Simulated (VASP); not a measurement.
# MgO (P6_3/mmc) in VASP: further runs

The runs below take MgO through single point, with PBEsol.

Everything below comes from runs of VASP 6.6.1. Logs are shortened: lines on timing, memory, paths and dates and some standing lists are left out, and cuts for length are marked.

## Step 1: The cell of the first run

It takes space group P6_3/mmc (No. 194, hexagonal). The conventional cell has a = 3.553 Å, b = 3.553 Å, c = 4.335 Å, α = 90.00°, β = 90.00°, γ = 120.00°. Within 2.7 Å of Mg (site symmetry -6m2) lie 5 O at 2.05 to 2.17 Å. Within 2.7 Å of O (site symmetry -6m2) lie 5 Mg at 2.05 to 2.17 Å.

## Step 2: Single point, PBEsol

The input, INCAR:

```
SYSTEM = MgO
PREC = Accurate
ENCUT = 520
EDIFF = 1E-7
ISMEAR = 0
SIGMA = 0.05
LREAL = .FALSE.
LASPH = .TRUE.
NELM = 60
ALGO = Normal
ISIF = 2
LWAVE = .FALSE.
LCHARG = .TRUE.
GGA = PS
LELF = .TRUE.
LVHAR = .TRUE.
NBANDS = 16
```

The input, KPOINTS:

```
Automatic mesh
0
G
  9 9 6
  0 0 0
```

The input, POSCAR:

```
MgO
1.0
    3.5530000000      0.0000000000      0.0000000000
   -1.7765000000      3.0769882596      0.0000000000
    0.0000000000      0.0000000000      4.3345000000
Mg O
2 2
Direct
    0.6666666667      0.3333333333      0.7500000000
    0.3333333333      0.6666666667      0.2500000000
    0.6666666667      0.3333333333      0.2500000000
    0.3333333333      0.6666666667      0.7500000000
```

Potentials or basis: VASP PAW PBE potentials, release 64 (Mg, O).

Run with:

```bash
$ cat potpaw_PBE.64/Mg/POTCAR potpaw_PBE.64/O/POTCAR > POTCAR
$ mpirun -np 1 vasp_std > vasp.out
```

OUTCAR:

```text
SYSTEM = MgO
   PREC = Accurate
   ENCUT = 520
   EDIFF = 1E-7
   ISMEAR = 0
   LREAL = .FALSE.
   LASPH = .TRUE.
   NELM = 60
   ISIF = 2
   GGA = PS

 ion  position               nearest neighbor table
   1  0.667  0.333  0.750-   4 2.05   4 2.05   4 2.05   3 2.17   3 2.17   2 2.98   2 2.98   2 2.98
                             2 2.98   2 2.98   2 2.98
   2  0.333  0.667  0.250-   3 2.05   3 2.05   3 2.05   4 2.17   4 2.17   1 2.98   1 2.98   1 2.98
                             1 2.98   1 2.98   1 2.98
   3  0.667  0.333  0.250-   2 2.05   2 2.05   2 2.05   1 2.17   1 2.17
   4  0.333  0.667  0.750-   1 2.05   1 2.05   1 2.05   2 2.17   2 2.17

  LATTYP: Found a hexagonal cell.
 ALAT       =     3.5530000000
 C/A-ratio  =     1.2199549676

  Lattice vectors:

 A1 = (   3.5530000000,   0.0000000000,   0.0000000000)
 A2 = (  -1.7765000000,   3.0769882596,   0.0000000000)
 A3 = (   0.0000000000,   0.0000000000,   4.3345000000)

Analysis of symmetry for initial positions (statically):
=====================================================================
 Subroutine PRICEL returns:
 Original cell was already a primitive cell.

 Routine SETGRP: Setting up the symmetry group for a
 hexagonal supercell.

 Subroutine GETGRP returns: Found 24 space group operations
 (whereof 12 operations were pure point group operations)
 out of a pool of 24 trial point group operations.

The static configuration has the point symmetry D_3d.
 The point group associated with its full space group is D_6h.

Analysis of symmetry for dynamics (positions and initial velocities):
=====================================================================
 Subroutine PRICEL returns:
 Original cell was already a primitive cell.

 Routine SETGRP: Setting up the symmetry group for a
 hexagonal supercell.

 Subroutine GETGRP returns: Found 24 space group operations
 (whereof 12 operations were pure point group operations)
 out of a pool of 24 trial point group operations.

The dynamic configuration has the point symmetry D_3d.
 The point group associated with its full space group is D_6h.

 Subroutine INISYM returns: Found 24 space group operations
 (whereof 12 operations are pure point group operations),
 and found     1 'primitive' translations

----------------------------------------------------------------------------------------

                                     Primitive cell

  volume of cell :      47.3871

  direct lattice vectors                    reciprocal lattice vectors
     3.553000000  0.000000000  0.000000000     0.281452294  0.162496558  0.000000000
    -1.776500000  3.076988260  0.000000000     0.000000000  0.324993115  0.000000000
[... 96 lines left out ...]
   ISYM   =      2    0-nonsym 1-usesym 2-fastsym
   POTIM  = 0.5000    time-step for ionic-motion
   TEBEG  =    0.0;   TEEND  =   0.0 temperature during run
   PSTRESS=    0.0 pullay stress
   NELECT =      16.0000    total number of electrons
   NUPDOWN=      -1.0000    fix difference up-down
   EMIN   =  10.00;   EMAX   =-10.00  energy-range for DOS
   EFERMI =   0.00;   METHOD = LEGACY
   ISMEAR =     0;   SIGMA  =   0.05  broadening in eV -4-tet -1-fermi 0-gaus
   EFERMI_NEDOS =   21; number of points for ismear=-14 and -15
   IALGO  =     38    algorithm
   IMIX   =      4    mixing-type and parameters
     AMIX     =   0.40;   BMIX     =  1.00
     AMIX_MAG =   1.60;   BMIX_MAG =  1.00
  volume/ion in A,a.u.               =      11.85        79.95
  Fermi-wavevector in a.u.,A,eV,Ry     =   1.139974  2.154238 17.681314  1.299540
  Thomas-Fermi vector in A             =   2.276676
   LORBIT       =      0    0 simple, 1 ext, 2 COOP (PROOUT), +10 PAW based schemes
   GGA     = PS    functional components
   LHFCALC =     F    Hartree Fock is set to
   AEXX    =    0.0000 exact exchange contribution
   IVDW    =     0    specifies the selected vdW correction
   LEPSILON=     F    determine dielectric tensor
   LRPA    =     F    only Hartree local field effects (RPA)
 non-spin polarized calculation
 Gauss-broadening in eV      SIGMA  =   0.05
  energy-cutoff  :      520.00
  volume of cell :       47.39
 maximum number of plane-waves:      1302
 NGX is ok and might be reduce to    28

 number of electron      15.9999992 magnetization

 Free energy of the ion-electron system (eV)
  ---------------------------------------------------
  ext. energy  EPLUGINS =         0.00000000
  ---------------------------------------------------
  free energy    TOTEN  =       -24.67412471 eV

  energy without entropy =      -24.67412471  energy(sigma->0) =      -24.67412471

 E-fermi :   1.6424     XC(G=0):  -9.9856

 val. band max:        1.4419292662   @ k =   0.0000   0.0000   0.0000
 cond. band min:       4.3616021455   @ k =   0.0000   0.0000   0.0000
 fundamental gap:      2.9196728793
 Fermi energy:         1.6424119705

 k-point     1 :       0.0000    0.0000    0.0000
  band No.  band energies     occupation
      1     -15.1294      2.00000
      2     -13.9130      2.00000
      3      -2.0427      2.00000
      4      -0.1722      2.00000
      5      -0.1722      2.00000
      6       0.6752      2.00000
[... 433 lines left out ...]
      3      -1.8518      2.00000
      4      -1.2463      2.00000
      5      -1.2463      2.00000
      6       0.2959      2.00000
[... 8 lines left out ...]
     15      14.7918      0.00000
     16      17.0653      0.00000

 [... further k-points ...]

------------------------ aborting loop because EDIFF is reached ----------------------------------------

  FORCE on cell =-STRESS in cart. coord.  units (eV):
  Direction    XX          YY          ZZ          XY          YZ          ZX
  --------------------------------------------------------------------------------------
  -------------------------------------------------------------------------------------
  Total       -2.1315361     -2.1315361     -2.8338247      0.0000000      0.0000000      0.0000000
  in kB      -72.0681253    -72.0681253    -95.8127965      0.0000000      0.0000000      0.0000000
  external PRESSURE =     -79.9830157 kB  Pullay stress =       0.0000000 kB

 VOLUME and BASIS-vectors are now :
 -----------------------------------------------------------------------------
  energy-cutoff  :      520.00
  volume of cell :       47.39
      direct lattice vectors                 reciprocal lattice vectors
     3.553000000  0.000000000  0.000000000     0.281452294  0.162496558  0.000000000
    -1.776500000  3.076988260  0.000000000     0.000000000  0.324993115  0.000000000
     0.000000000  0.000000000  4.334500000     0.000000000  0.000000000  0.230707117

 POSITION                                       TOTAL-FORCE (eV/Angst)
 -----------------------------------------------------------------------------------
      1.77650      1.02566      3.25088         0.000000      0.000000      0.000000
     -0.00000      2.05133      1.08363         0.000000     -0.000000      0.000000
      1.77650      1.02566      1.08363        -0.000000     -0.000000      0.000000
     -0.00000      2.05133      3.25088         0.000000      0.000000      0.000000
 -----------------------------------------------------------------------------------
    total drift:                               -0.000000      0.000000     -0.000000

  FREE ENERGIE OF THE ION-ELECTRON SYSTEM (eV)
  ---------------------------------------------------
  free  energy   TOTEN  =       -24.6741247052 eV

  energy  without entropy=      -24.6741247052  energy(sigma->0) =      -24.67412471
```

stdout:

```text
POSCAR found type information on POSCAR MgO
 POSCAR found :  2 types and       4 ions
 scaLAPACK will be used
 -----------------------------------------------------------------------------
|                                                                             |
|                                                                             |
|     You enforced a specific xc type in the INCAR file but a different       |
|     I HOPE YOU KNOW WHAT YOU ARE DOING!                                     |
|                                                                             |
 -----------------------------------------------------------------------------

 LDA part: xc-table for (Slater+PW92), standard interpolation
 POSCAR, INCAR and KPOINTS ok, starting setup
 FFT: planning ... GRIDC
 FFT: planning ... GRID_SOFT
 FFT: planning ... GRID
 WAVECAR not read
 entering main loop
```

It took 48 s on 1 thread of Intel Xeon 8259CL, shared host; peak memory 0.18 GiB.

What came out:

| Item | Value |
| --- | --- |
| Free energy | -24.6741 eV |
| Pressure | -8.0 GPa |
| Band gap on the k mesh | 2.92 eV, direct |

Stress tensor (GPa, compression positive):
```
-7.21  0.00  0.00
 0.00 -7.21  0.00
 0.00  0.00 -9.58
```

Caveat: the PAW data sets were made with another functional, which shifts forces and pressure a little.

## Step 3: Single point, PBEsol

This run uses another cell than the first one, of 11.82 Å³/atom, 0.998 times its volume.

The input, INCAR:

```
PREC = Accurate
ENCUT = 520
EDIFF = 1E-6
ISMEAR = 0
SIGMA = 0.05
LREAL = False
LASPH = True
NELM = 60
ALGO = Normal
ISIF = 2
LWAVE = False
LCHARG = False
GGA = PS
NBANDS = 16
```

The input, KPOINTS:

```
regular mesh
0
Gamma
  9 9 6
```

The input, POSCAR:

```
MgO
1.0
    3.6695000000      0.0000000000      0.0000000000
   -1.8347500000      3.1778802192      0.0000000000
    0.0000000000      0.0000000000      4.0549000000
Mg O
2 2
Direct
    0.6666666667      0.3333333333      0.7500000000
    0.3333333333      0.6666666667      0.2500000000
    0.6666666667      0.3333333333      0.2500000000
    0.3333333333      0.6666666667      0.7500000000
```

Potentials or basis: VASP PAW PBE potentials, release 64 (Mg, O).

Run with:

```bash
$ cat potpaw_PBE.64/Mg/POTCAR potpaw_PBE.64/O/POTCAR > POTCAR
$ mpirun -np 1 vasp_std > vasp.out
```

Run time: 60 s. Hardware: 1 thread of Intel Xeon 8259CL, shared host; peak memory 0.18 GiB.

It converged, with:

```yaml
Free_energy: -24.6019 eV
Pressure: -5.7 GPa
Band_gap_on_the_k_mesh: 3.10 eV, direct
```

Stress tensor (GPa, compression positive):
```
-9.54  0.00  0.00
 0.00 -9.54  0.00
 0.00  0.00  1.97
```

Levels at points of the mesh, in eV from the valence-band top:
| k point | band 5 | band 6 | band 7 | band 8 | band 9 | band 10 | band 11 | band 12 |
| --- | --- | --- | --- | --- | --- | --- | --- | --- |
| (0.00, 0.00, 0.00) | -1.60 | -0.49 | -0.49 | 0.00 | 3.10 | 9.31 | 11.61 | 11.61 |
| (0.00, 0.00, 0.50) | -1.07 | -1.07 | -1.07 | -1.07 | 6.19 | 6.19 | 11.96 | 11.96 |

Caveat: the PAW data sets were made with another functional, which shifts forces and pressure a little. Expect the measured gap to be larger: semilocal functionals such as PBEsol lack the derivative discontinuity.

## Step 4: Single point, PBEsol

This run uses another cell than the first one, of the same volume but with other edges.

The input, INCAR:

```
SYSTEM = MgO
  PREC = Accurate
  ENCUT = 520
  EDIFF = 1E-7
  ISMEAR = 0
  SIGMA = 0.05
  LREAL = .FALSE.
  LASPH = .TRUE.
  NELM = 60
  ALGO = Normal
  ISIF = 2
  LWAVE = .FALSE.
  LCHARG = .FALSE.
  GGA = PS
  NBANDS = 16
```

The input, KPOINTS:

```
regular mesh
0
G
  9 9 6
  0 0 0
```

The input, POSCAR:

```
MgO
1.0
    3.6113000000      0.0000000000      0.0000000000
   -1.8056500000      3.1274775407      0.0000000000
    0.0000000000      0.0000000000      4.1947132285
Mg O
2 2
Direct
    0.6666666667      0.3333333333      0.7500000000
    0.3333333333      0.6666666667      0.2500000000
    0.6666666667      0.3333333333      0.2500000000
    0.3333333333      0.6666666667      0.7500000000
```

Run with:

```bash
$ cat potpaw_PBE.64/Mg/POTCAR potpaw_PBE.64/O/POTCAR > POTCAR
$ mpirun -np 1 vasp_std > vasp.out
```

It took 61 s on 1 thread of Intel Xeon 8259CL, shared host; peak memory 0.18 GiB.

It converged, with:

- Free energy: -24.6701 eV
- Pressure: -7.6 GPa
- Band gap on the k mesh: 3.00 eV, direct

Stress tensor (GPa, compression positive):
```
-8.74  0.00  0.00
 0.00 -8.74  0.00
 0.00  0.00 -5.20
```

Levels at points of the mesh, in eV from the valence-band top:
| k point | band 5 | band 6 | band 7 | band 8 | band 9 | band 10 | band 11 | band 12 |
| --- | --- | --- | --- | --- | --- | --- | --- | --- |
| (0.00, 0.00, 0.00) | -1.61 | -0.63 | -0.63 | 0.00 | 3.00 | 8.97 | 11.78 | 11.78 |
| (0.00, 0.00, 0.50) | -1.14 | -1.14 | -1.14 | -1.14 | 6.04 | 6.04 | 12.14 | 12.14 |

Caveat: the PAW data sets were made with another functional, which shifts forces and pressure a little.

## Step 5: Single point, PBEsol

This run uses another cell than the first one, of 12.03 Å³/atom, 1.015 times its volume.

The input, INCAR:

```
SYSTEM = MgO
PREC     = Accurate       ! precision mode
ENCUT    = 520            ! plane-wave cutoff, eV
EDIFF    = 1E-7           ! SCF threshold, eV
ISMEAR   = 0              ! smearing method
SIGMA    = 0.05           ! smearing width, eV
LREAL    = .False.        ! projectors in reciprocal space
LASPH    = .True.         ! aspherical terms in the spheres
NELM     = 80             ! most SCF steps
ALGO     = Normal         ! electronic algorithm
ISIF     = 2              ! what is computed and relaxed
LWAVE    = .False.        ! write WAVECAR
LCHARG   = .False.        ! write CHGCAR
GGA      = PS             ! functional
NBANDS   = 16             ! bands
```

The input, KPOINTS:

```
regular mesh
0
Gamma
  9 9 6
  0 0 0
```

The input, POSCAR:

```
MgO
1.0
    3.6695000000      0.0000000000      0.0000000000
   -1.8347500000      3.1778802192      0.0000000000
    0.0000000000      0.0000000000      4.1248000000
Mg O
2 2
Direct
    0.6666666667      0.3333333333      0.7500000000
    0.3333333333      0.6666666667      0.2500000000
    0.6666666667      0.3333333333      0.2500000000
    0.3333333333      0.6666666667      0.7500000000
```

Run with:

```bash
$ cat potpaw_PBE.64/Mg/POTCAR potpaw_PBE.64/O/POTCAR > POTCAR
$ mpirun -np 1 vasp_std > vasp.out
```

It took 60 s on 1 thread of Intel Xeon 8259CL, shared host; peak memory 0.18 GiB.

The run converged. Its results:

```yaml
Free_energy: -24.5992 eV
Pressure: -8.1 GPa
Band_gap_on_the_k_mesh: 2.99 eV, direct
```

Stress tensor (GPa, compression positive):
```
-10.63   0.00   0.00
  0.00 -10.63   0.00
  0.00   0.00  -3.15
```

Levels at points of the mesh, in eV from the valence-band top:
```tsv
k point	band 6	band 7	band 8	band 9	band 10	band 11
(0.00, 0.00, 0.00)	-0.52	-0.52	0.00	2.99	9.06	11.57
(0.00, 0.00, 0.50)	-1.06	-1.06	-1.06	6.06	6.06	11.91
```

Caveat: the PAW data sets were made with another functional, which shifts forces and pressure a little.

## Step 6: Single point, PBEsol

This run uses another cell than the first one, of 12.04 Å³/atom, 1.016 times its volume.

The input, INCAR:

```
ALGO     = Normal         # electronic algorithm
EDIFF    = 1E-6           # SCF threshold, eV
ENCUT    = 520            # plane-wave cutoff, eV
GGA      = PS             # functional
ISIF     = 2              # what is computed and relaxed
ISMEAR   = 0              # smearing method
LASPH    = True           # aspherical terms in the spheres
LCHARG   = True           # write CHGCAR
LELF     = True           # ELF
LREAL    = False          # projectors in reciprocal space
LVHAR    = True         
LWAVE    = False          # write WAVECAR
NBANDS   = 16             # bands
NELM     = 100            # most SCF steps
PREC     = Accurate       # precision mode
SIGMA    = 0.05           # smearing width, eV
```

The input, KPOINTS:

```
k-points
0
Gamma
  9 9 6
```

The input, POSCAR:

```
MgO
1.0
    3.5530000000      0.0000000000      0.0000000000
   -1.7765000000      3.0769882596      0.0000000000
    0.0000000000      0.0000000000      4.4044000000
Mg O
2 2
Direct
    0.6666666667      0.3333333333      0.7500000000
    0.3333333333      0.6666666667      0.2500000000
    0.6666666667      0.3333333333      0.2500000000
    0.3333333333      0.6666666667      0.7500000000
```

Potentials or basis: VASP PAW PBE potentials, release 64 (Mg, O).

Run with:

```bash
$ cat potpaw_PBE.64/Mg/POTCAR potpaw_PBE.64/O/POTCAR > POTCAR
$ mpirun -np 1 vasp_std > vasp.out
```

It took 61 s on 1 thread of Intel Xeon 8259CL, shared host; peak memory 0.19 GiB.

The run converged. Its results:

* Free energy: -24.6234 eV
* Pressure: -9.4 GPa
* Band gap on the k mesh: 2.82 eV, direct

Stress tensor (GPa, compression positive):
```
 -8.18   0.00   0.00
  0.00  -8.18   0.00
  0.00   0.00 -11.93
```

Levels at points of the mesh, in eV from the valence-band top:
```
           k point  band 4  band 5  band 6  band 7  band 8  band 9  band 10  band 11  band 12  band 13
(0.00, 0.00, 0.00)   -1.59   -1.59   -0.79   -0.79    0.00    2.82     8.52    11.06    11.98    11.98
(0.00, 0.00, 0.50)   -2.32   -1.20   -1.20   -1.20   -1.20    5.79     5.79    12.34    12.34    12.34
```

Caveat: the PAW data sets were made with another functional, which shifts forces and pressure a little.

## Step 7: The runs side by side

| cell | gap on the mesh (eV) | pressure (GPa) |
| --- | --- | --- |
| a = 3.553, b = 3.553, c = 4.335 Å, angles 90.0, 90.0, 120.0°, 4 atoms | 2.92 | -8.0 |
| a = 3.670, b = 3.670, c = 4.055 Å, angles 90.0, 90.0, 120.0°, 4 atoms | 3.10 | -5.7 |
| a = 3.611, b = 3.611, c = 4.195 Å, angles 90.0, 90.0, 120.0°, 4 atoms | 3.00 | -7.6 |
| a = 3.670, b = 3.670, c = 4.125 Å, angles 90.0, 90.0, 120.0°, 4 atoms | 2.99 | -8.1 |
| a = 3.553, b = 3.553, c = 4.404 Å, angles 90.0, 90.0, 120.0°, 4 atoms | 2.82 | -9.4 |

Alike in all rows: task single point; level PBEsol; potentials or basis VASP PAW PBE potentials, release 64 (Mg, O); no spin polarisation; k mesh 9 × 9 × 6; cutoff (eV) 520; smearing gaussian 0.05 eV.

Caveats: the PAW data sets were made with another functional, which shifts forces and pressure a little.

Absolute energies hang on the potentials; compare differences alone.
